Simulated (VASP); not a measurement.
Set up this calculation in VASP 6.6.1, as the native input.

```
Task                               : single point
Functional                         : PBE-based screened hybrid with 25 % exact exchange
Potentials or basis                : VASP PAW PBE potentials, release 64 (Cl, Na_pv)
Cutoff                             : 520 eV
k mesh                             : 4 × 4 × 4
Occupations                        : fermi-dirac, width 0.05 eV
Spin                               : no spin polarisation
Dipole correction                  : no
Grid for exact exchange (PRECFOCK) : Normal
Share of exact exchange            : 0.25
Further INCAR settings             : ALGO = Normal; EDIFF = 1e-06; NBANDS = 14
Screening parameter                : 0.2 1/Å
```

NaCl:

```
CELL_PARAMETERS angstrom
0.00000 2.79406 2.79406
2.79406 0.00000 2.79406
2.79406 2.79406 0.00000
ATOMIC_POSITIONS crystal
Cl 0.50000 0.50000 0.50000
Na 0.00000 0.00000 0.00000
```

These files were run (other wordings do the same):

POSCAR

```
NaCl
1.0
    0.0000000000      2.7940632177      2.7940632177
    2.7940632177      0.0000000000      2.7940632177
    2.7940632177      2.7940632177      0.0000000000
Cl Na
1 1
Direct
    0.5000000000      0.5000000000      0.5000000000
    0.0000000000      0.0000000000      0.0000000000
```

INCAR.step1

```
SYSTEM = NaCl
PREC = Accurate ; ENCUT = 520
EDIFF = 1E-5 ; ISMEAR = -1
SIGMA = 0.05 ; LREAL = .False.
LASPH = .True. ; NELM = 80
ALGO = Normal ; ISIF = 2
LWAVE = .True. ; NBANDS = 14
GGA = PE
```

INCAR.step2

```
SYSTEM = NaCl
PREC = Accurate ; ENCUT = 520
EDIFF = 1E-6 ; ISMEAR = -1
SIGMA = 0.05 ; LREAL = .False.
LASPH = .True. ; NELM = 80
ALGO = Normal ; ISIF = 2
LWAVE = .False. ; LCHARG = .True.
GGA = PE ; LHFCALC = .True.
AEXX = 0.25 ; HFSCREEN = 0.2
PRECFOCK = Normal ; LELF = .True.
LVHAR = .True. ; NBANDS = 14
ISTART = 1
```

KPOINTS

```
Automatic mesh
0
Gamma
  4 4 4
  0 0 0
```

Potentials or basis: VASP PAW PBE potentials, release 64 (Cl, Na_pv).

Run with:

```bash
$ cat potpaw_PBE.64/Cl/POTCAR potpaw_PBE.64/Na_pv/POTCAR > POTCAR
$ cp INCAR.step1 INCAR
$ mpirun -np 1 vasp_std > vasp.out
$ cp INCAR.step2 INCAR
$ mpirun -np 1 vasp_std > vasp.out
```

It gave:

The pressure is 1.0 GPa and the band gap on the k mesh is 6.61 eV.

Caveat: the k points lie up to 0.49 Å⁻¹ apart; the PAW data sets were made with another functional, which shifts forces and pressure a little.

Run time: 2.4 min on 1 thread of Intel(R) Xeon(R) Platinum 8375C CPU @ 2.90GHz (Ice Lake), on a shared host, peak memory 0.26 GiB.
